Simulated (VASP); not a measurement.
# Sc (P6_3/mmc) in VASP: a series of runs

Sc is run at these levels: r2SCAN; tasks: single point.

Everything below comes from runs of VASP 6.6.1. Logs are shortened: lines on timing, memory, paths and dates and some standing lists are left out, and cuts for length are marked.

## Step 1: The cell of the first run

The structure is hexagonal, space group P6_3/mmc (No. 194). Conventional cell: a = 3.372 Å, b = 3.372 Å, c = 10.874 Å, α = 90.00°, β = 90.00°, γ = 120.00°. Within 4.4 Å of Sc (site symmetry -3m) lie 12 Sc at 3.34 to 3.37 Å. Sc (site symmetry -6m2) has 12 Sc at 3.34 to 3.37 Å within 4.4 Å.

## Step 2: Single point, r2SCAN

Contents of POSCAR:

```
Sc
1.0
    3.3715484507      0.0000000000      0.0000000000
   -1.6857742253      2.9198466084      0.0000000000
    0.0000000000      0.0000000000     10.8739092058
Sc
4
Direct
    0.0000000000      0.0000000000      0.0000000000
    0.0000000000      0.0000000000      0.5000000000
    0.3333333333      0.6666666667      0.7500000000
    0.6666666667      0.3333333333      0.2500000000
```

Contents of INCAR.step1:

```
PREC     = Accurate       # precision mode
ENCUT    = 520            # plane-wave cutoff, eV
ISMEAR   = 0              # smearing method
SIGMA    = 0.1            # smearing width, eV
LREAL    = F              # projectors in reciprocal space
LASPH    = T              # aspherical terms in the spheres
NELM     = 80             # most SCF steps
NBANDS   = 30             # bands
GGA      = PE             # functional
ALGO     = Normal         # electronic algorithm
EDIFF    = 1E-4           # SCF threshold, eV
LWAVE    = T              # write WAVECAR
LCHARG   = F              # write CHGCAR
```

Contents of INCAR.step2:

```
PREC     = Accurate       # precision mode
ENCUT    = 520            # plane-wave cutoff, eV
EDIFF    = 1E-6           # SCF threshold, eV
ISMEAR   = 0              # smearing method
SIGMA    = 0.1            # smearing width, eV
LREAL    = F              # projectors in reciprocal space
LASPH    = T              # aspherical terms in the spheres
NELM     = 80             # most SCF steps
ALGO     = Normal         # electronic algorithm
ISIF     = 2              # what is computed and relaxed
LWAVE    = F              # write WAVECAR
LCHARG   = F              # write CHGCAR
METAGGA  = R2SCAN         # meta-GGA
LMIXTAU  = T            
NBANDS   = 30             # bands
ISTART   = 1
```

Contents of KPOINTS:

```
regular mesh
0
Gamma
  6 6 2
```

Potentials or basis: VASP PAW PBE potentials, release 64 (Sc_sv).

Run with:

```sh
$ cat potpaw_PBE.64/Sc_sv/POTCAR > POTCAR
$ cp INCAR.step1 INCAR
$ mpirun -np 1 vasp_std > vasp.out
$ cp INCAR.step2 INCAR
$ mpirun -np 1 vasp_std > vasp.out
```

OUTCAR:

```text
PREC = Accurate
   ENCUT = 520
   EDIFF = 1E-6
   ISMEAR = 0
   LREAL = F
   LASPH = T
   NELM = 80
   ISIF = 2
   METAGGA = R2SCAN
   ISTART = 1

 ion  position               nearest neighbor table
   1  0.000  0.000  0.000-   3 3.34   4 3.34   3 3.34   4 3.34   4 3.34   3 3.34
   2  0.000  0.000  0.500-   3 3.34   4 3.34   3 3.34   4 3.34   4 3.34   3 3.34
   3  0.333  0.667  0.750-   1 3.34   2 3.34   1 3.34   2 3.34   1 3.34   2 3.34
   4  0.667  0.333  0.250-   1 3.34   2 3.34   1 3.34   2 3.34   1 3.34   2 3.34

  LATTYP: Found a hexagonal cell.
 ALAT       =     3.3715484507
 C/A-ratio  =     3.2251973729

  Lattice vectors:

 A1 = (   3.3715484507,   0.0000000000,   0.0000000000)
 A2 = (  -1.6857742253,   2.9198466084,   0.0000000000)
 A3 = (   0.0000000000,   0.0000000000,  10.8739092058)

Analysis of symmetry for initial positions (statically):
=====================================================================
 Subroutine PRICEL returns:
 Original cell was already a primitive cell.

 Routine SETGRP: Setting up the symmetry group for a
 hexagonal supercell.

 Subroutine GETGRP returns: Found 24 space group operations
 (whereof 12 operations were pure point group operations)
 out of a pool of 24 trial point group operations.

The static configuration has the point symmetry D_3d.
 The point group associated with its full space group is D_6h.

Analysis of symmetry for dynamics (positions and initial velocities):
=====================================================================
 Subroutine PRICEL returns:
 Original cell was already a primitive cell.

 Routine SETGRP: Setting up the symmetry group for a
 hexagonal supercell.

 Subroutine GETGRP returns: Found 24 space group operations
 (whereof 12 operations were pure point group operations)
 out of a pool of 24 trial point group operations.

The dynamic configuration has the point symmetry D_3d.
 The point group associated with its full space group is D_6h.

 Subroutine INISYM returns: Found 24 space group operations
 (whereof 12 operations are pure point group operations),
 and found     1 'primitive' translations

----------------------------------------------------------------------------------------

                                     Primitive cell

  volume of cell :     107.0472

  direct lattice vectors                    reciprocal lattice vectors
     3.371548451  0.000000000  0.000000000     0.296599623  0.171241872  0.000000000
    -1.685774225  2.919846608  0.000000000     0.000000000  0.342483745  0.000000000
     0.000000000  0.000000000 10.873909206     0.000000000  0.000000000  0.091963247

  length of vectors
     3.371548451  3.371548451 10.873909206     0.342483745  0.342483745  0.091963247

  position of ions in fractional coordinates (direct lattice)
     0.000000000  0.000000000  0.000000000
     0.000000000  0.000000000  0.500000000
     0.333333333  0.666666667  0.750000000
     0.666666667  0.333333333  0.250000000

  ion indices of the primitive-cell ions
   primitive index   ion index
                 1           1
                 2           2
                 3           3
                 4           4

----------------------------------------------------------------------------------------

 KPOINTS: regular mesh

Automatic generation of k-mesh.
 Grid dimensions read from file:
 generate k-points for:    6    6    2

 Generating k-lattice:

  Cartesian coordinates                     Fractional coordinates (reciprocal lattice)
     0.049433271  0.028540312  0.000000000     0.166666667 -0.000000000  0.000000000
     0.000000000  0.057080624  0.000000000     0.000000000  0.166666667  0.000000000
     0.000000000  0.000000000  0.045981624     0.000000000  0.000000000  0.500000000

  Length of vectors
     0.057080624  0.057080624  0.045981624

  Shift w.r.t. Gamma in fractional coordinates (k-lattice)
     0.000000000  0.000000000  0.000000000

 Subroutine IBZKPT returns following result:
 ===========================================

 Found     14 irreducible k-points:

 Following reciprocal coordinates:
            Coordinates               Weight
  0.000000  0.000000  0.000000      1.000000
  0.166667 -0.000000  0.000000      6.000000
  0.333333 -0.000000  0.000000      6.000000
  0.500000 -0.000000  0.000000      3.000000
  0.166667  0.166667  0.000000      6.000000
  0.333333  0.166667  0.000000     12.000000
  0.333333  0.333333  0.000000      2.000000
  0.000000  0.000000  0.500000      1.000000
  0.166667 -0.000000  0.500000      6.000000
  0.333333 -0.000000  0.500000      6.000000
  0.500000 -0.000000  0.500000      3.000000
  0.166667  0.166667  0.500000      6.000000
  0.333333  0.166667  0.500000     12.000000
  0.333333  0.333333  0.500000      2.000000
   k-points           NKPTS =     14   k-points in BZ     NKDIM =     14   number of bands    NBANDS=     30
   number of dos      NEDOS =    301   number of ions     NIONS =      4
   total plane-waves  NPLWV =  65856
   dimension x,y,z NGX =    28 NGY =   28 NGZ =   84
   dimension x,y,z NGXF=    56 NGYF=   56 NGZF=  168
   ions per type =               4
   NGX,Y,Z   is equivalent  to a cutoff of  13.81, 13.81, 12.84 a.u.
   NGXF,Y,Z  is equivalent  to a cutoff of  27.61, 27.61, 25.68 a.u.
 SYSTEM =  unknown system
   PREC   = accura    normal or accurate (medium, high low for compatibility)
   ISTART =      1    job   : 0-new  1-cont  2-samecut
   ICHARG =      0    charge: 1-file 2-atom 10-const
   ISPIN  =      1    spin polarized calculation?
   LNONCOLLINEAR =      F non collinear calculations
   LSORBIT =      F    spin-orbit coupling
   LASPH  =      T    aspherical Exc in radial PAW
   ENCUT  =  520.0 eV  38.22 Ry    6.18 a.u.   6.27  6.27 20.22*2*pi/ulx,y,z
   NELM   =     80;   NELMIN=  2; NELMDL=  0     # of ELM steps
   EDIFF  = 0.1E-05   stopping-criterion for ELM
   LREAL  =      F    real-space projection
   EDIFFG = 0.1E-04   stopping-criterion for IOM
   NSW    =      0    number of steps for IOM
   IBRION =     -1    ionic relax: 0-MD 1-quasi-New 2-CG
   NFREE  =      0    steps in history (QN), initial steepest desc. (CG)
   ISIF   =      2    stress and relaxation
   ISYM   =      2    0-nonsym 1-usesym 2-fastsym
   POTIM  = 0.5000    time-step for ionic-motion
   TEBEG  =    0.0;   TEEND  =   0.0 temperature during run
   PSTRESS=    0.0 pullay stress
   NELECT =      44.0000    total number of electrons
   NUPDOWN=      -1.0000    fix difference up-down
   EMIN   =  10.00;   EMAX   =-10.00  energy-range for DOS
   EFERMI =   0.00;   METHOD = LEGACY
   ISMEAR =     0;   SIGMA  =   0.10  broadening in eV -4-tet -1-fermi 0-gaus
   EFERMI_NEDOS =   21; number of points for ismear=-14 and -15
   IALGO  =     38    algorithm
   IMIX   =      4    mixing-type and parameters
     AMIX     =   0.40;   BMIX     =  1.00
     AMIX_MAG =   1.60;   BMIX_MAG =  1.00
  volume/ion in A,a.u.               =      26.76       180.60
  Fermi-wavevector in a.u.,A,eV,Ry     =   1.217215  2.300203 20.158564  1.481613
  Thomas-Fermi vector in A             =   2.352543
   LORBIT       =      0    0 simple, 1 ext, 2 COOP (PROOUT), +10 PAW based schemes
   METAGGA = R2SCAN    functional components
   LHFCALC =     F    Hartree Fock is set to
   AEXX    =    0.0000 exact exchange contribution
   IVDW    =     0    specifies the selected vdW correction
   LEPSILON=     F    determine dielectric tensor
   LRPA    =     F    only Hartree local field effects (RPA)
 non-spin polarized calculation
 Gauss-broadening in eV      SIGMA  =   0.10
  energy-cutoff  :      520.00
  volume of cell :      107.05
 maximum number of plane-waves:      2932
 NGX is ok and might be reduce to    28
   NGX = 13   NGY = 13   NGZ = 41

 number of electron      43.9999990 magnetization

 Free energy of the ion-electron system (eV)
  ---------------------------------------------------
  ext. energy  EPLUGINS =         0.00000000
  ---------------------------------------------------
  free energy    TOTEN  =       -45.27480374 eV

  energy without entropy =      -45.24406710  energy(sigma->0) =      -45.25943542

 E-fermi :   3.2672     XC(G=0): -10.2613

 val. band max:        3.2300736890   @ k =   0.3333   0.3333   0.0000
 cond. band min:       3.2748989297   @ k =   0.1667   0.1667   0.5000
 fundamental gap:      0.0448252407
 Fermi energy:         3.2671653584

 k-point     1 :       0.0000    0.0000    0.0000
  band No.  band energies     occupation
      1     -48.5092      2.00000
      2     -48.4880      2.00000
      3     -48.4849      2.00000
      4     -48.4636      2.00000
      5     -26.2939      2.00000
      6     -26.1498      2.00000
[... 22 lines left out ...]
     29       5.1655      0.00000
     30       5.1662      0.00000

 k-point     2 :       0.1667   -0.0000    0.0000
  band No.  band energies     occupation
      1     -48.4997      2.00000
      2     -48.4812      2.00000
      3     -48.4781      2.00000
      4     -48.4595      2.00000
      5     -26.2671      2.00000
      6     -26.1620      2.00000
[... 22 lines left out ...]
     29       5.2019      0.00000
     30       5.4584      0.00000

 k-point     3 :       0.3333   -0.0000    0.0000
  band No.  band energies     occupation
      1     -48.4792      2.00000
      2     -48.4677      2.00000
      3     -48.4645      2.00000
      4     -48.4529      2.00000
      5     -26.2397      2.00000
      6     -26.2254      2.00000
[... 22 lines left out ...]
     29       5.0040      0.00000
     30       5.6956      0.00000

 k-point     4 :       0.5000   -0.0000    0.0000
  band No.  band energies     occupation
      1     -48.4669      2.00000
      2     -48.4609      2.00000
      3     -48.4576      2.00000
      4     -48.4517      2.00000
      5     -26.2825      2.00000
      6     -26.2791      2.00000
[... 286 lines left out ...]
     29       5.3870      0.00000
     30       5.3870      0.00000

 k-point    13 :       0.3333    0.1667    0.5000
  band No.  band energies     occupation
      1     -48.4648      2.00000
      2     -48.4648      2.00000
      3     -48.4537      2.00000
      4     -48.4537      2.00000
      5     -26.2405      2.00000
      6     -26.2405      2.00000
[... 22 lines left out ...]
     29       5.2796      0.00000
     30       5.2796      0.00000

 k-point    14 :       0.3333    0.3333    0.5000
  band No.  band energies     occupation
      1     -48.4575      2.00000
      2     -48.4575      2.00000
      3     -48.4542      2.00000
      4     -48.4542      2.00000
      5     -26.2206      2.00000
      6     -26.2206      2.00000
[... 22 lines left out ...]
     29       5.5204      0.00000
     30       5.5204      0.00000

------------------------ aborting loop because EDIFF is reached ----------------------------------------

  FORCE on cell =-STRESS in cart. coord.  units (eV):
  Direction    XX          YY          ZZ          XY          YZ          ZX
  --------------------------------------------------------------------------------------
  -------------------------------------------------------------------------------------
  Total       -1.8738221     -1.8738221     -2.6420690     -0.0000000      0.0000000     -0.0000000
  in kB      -28.0455387    -28.0455387    -39.5439088     -0.0000000      0.0000000     -0.0000000
  external PRESSURE =     -31.8783287 kB  Pullay stress =       0.0000000 kB

 VOLUME and BASIS-vectors are now :
 -----------------------------------------------------------------------------
  energy-cutoff  :      520.00
  volume of cell :      107.05
      direct lattice vectors                 reciprocal lattice vectors
     3.371548451  0.000000000  0.000000000     0.296599623  0.171241872  0.000000000
    -1.685774225  2.919846608  0.000000000     0.000000000  0.342483745  0.000000000
     0.000000000  0.000000000 10.873909206     0.000000000  0.000000000  0.091963247

 POSITION                                       TOTAL-FORCE (eV/Angst)
 -----------------------------------------------------------------------------------
      0.00000      0.00000      0.00000         0.000000      0.000000     -0.000000
      0.00000      0.00000      5.43695         0.000000      0.000000     -0.000000
     -0.00000      1.94656      8.15543         0.000000      0.000000     -0.000000
      1.68577      0.97328      2.71848        -0.000000     -0.000000      0.000000
 -----------------------------------------------------------------------------------
    total drift:                                0.000000      0.000000      0.000000

  FREE ENERGIE OF THE ION-ELECTRON SYSTEM (eV)
  ---------------------------------------------------
  free  energy   TOTEN  =       -45.2748037410 eV

  energy  without entropy=      -45.2440670963  energy(sigma->0) =      -45.25943542
```

Run time: 5.8 min. Hardware: 1 thread of Oxide Virtual Turin-like, shared host; peak memory 0.24 GiB.

What came out:

```yaml
Free_energy: -45.2748 eV
Pressure: -3.2 GPa
Band_gap_on_the_k_mesh: zero (bands 22 and 23 overlap by 1.12 eV)
```

Stress tensor (GPa, compression positive):
```
-2.80  0.00  0.00
 0.00 -2.80  0.00
 0.00  0.00 -3.95
```

Levels at points of the mesh, in eV from the Fermi level:
```csv
k point,band 17,band 18,band 19,band 20,band 21,band 22,band 23,band 24,band 25,band 26
"(0.00, 0.00, 0.00)",-5.36,-3.91,-3.89,-1.67,0.04,0.87,0.91,1.59,1.59,1.63
"(0.50, 0.00, 0.00)",-1.69,-1.47,-1.25,-1.20,-0.41,-0.38,-0.25,0.05,0.94,1.13
"(0.00, 0.00, 0.50)",-4.97,-4.97,-2.49,-2.49,0.32,0.32,1.49,1.49,1.68,1.68
"(0.50, 0.00, 0.50)",-1.57,-1.57,-1.26,-1.26,-0.34,-0.34,-0.17,-0.17,1.16,1.16
```

Caveat: the cell stands under tension; the PAW data sets were made with another functional, which shifts forces and pressure a little.

## Step 3: Single point, r2SCAN

This run uses another cell than the first one, of 25.01 Å³/atom.

Contents of POSCAR:

```
Sc
1.0
    3.3119094785      0.0000000000      0.0000000000
   -1.6559547392      2.8681977435      0.0000000000
    0.0000000000      0.0000000000     10.5297895267
Sc
4
Direct
    0.0000000000      0.0000000000      0.0000000000
    0.0000000000      0.0000000000      0.5000000000
    0.3333333333      0.6666666667      0.7500000000
    0.6666666667      0.3333333333      0.2500000000
```

Contents of INCAR.step1:

```
SYSTEM = Sc
  PREC = Accurate
  ENCUT = 520
  ISMEAR = 0
  SIGMA = 0.1
  LREAL = .False.
  LASPH = .True.
  NELM = 100
  NBANDS = 30
  GGA = PE
  ALGO = Normal
  EDIFF = 1E-4
  LWAVE = .True.
  LCHARG = .False.
```

Contents of INCAR.step2:

```
SYSTEM = Sc
  PREC = Accurate
  ENCUT = 520
  EDIFF = 1E-6
  ISMEAR = 0
  SIGMA = 0.1
  LREAL = .False.
  LASPH = .True.
  NELM = 100
  ALGO = Normal
  ISIF = 2
  LWAVE = .False.
  LCHARG = .False.
  METAGGA = R2SCAN
  LMIXTAU = .True.
  NBANDS = 30
  ISTART = 1
```

Contents of KPOINTS:

```
regular mesh
0
Gamma
  15 15 4
  0 0 0
```

Potentials or basis: VASP PAW PBE potentials, release 64 (Sc_sv).

Run with:

```sh
$ cat potpaw_PBE.64/Sc_sv/POTCAR > POTCAR
$ cp INCAR.step1 INCAR
$ mpirun -np 1 vasp_std > vasp.out
$ cp INCAR.step2 INCAR
$ mpirun -np 1 vasp_std > vasp.out
```

Wall time 25 min (1 thread of Oxide Virtual Turin-like, shared host); peak memory 0.33 GiB.

It converged, with:

| Quantity | Value |
| --- | --- |
| Free energy | -45.3335 eV |
| Pressure | 0.2 GPa |
| Band gap on the k mesh | zero (bands 22 and 23 overlap by 1.24 eV) |

Levels at points of the mesh, in eV from the Fermi level:
```tsv
k point	band 19	band 20	band 21	band 22	band 23	band 24	band 25	band 26
(0.00, 0.00, 0.00)	-3.92	-1.74	0.25	0.95	0.99	1.64	1.64	1.68
(0.00, 0.00, 0.50)	-2.49	-2.49	0.41	0.41	1.63	1.63	1.75	1.75
```

Caveat: the PAW data sets were made with another functional, which shifts forces and pressure a little.

The gap in the log of VASP goes by the Fermi energy; the results here count the filled bands.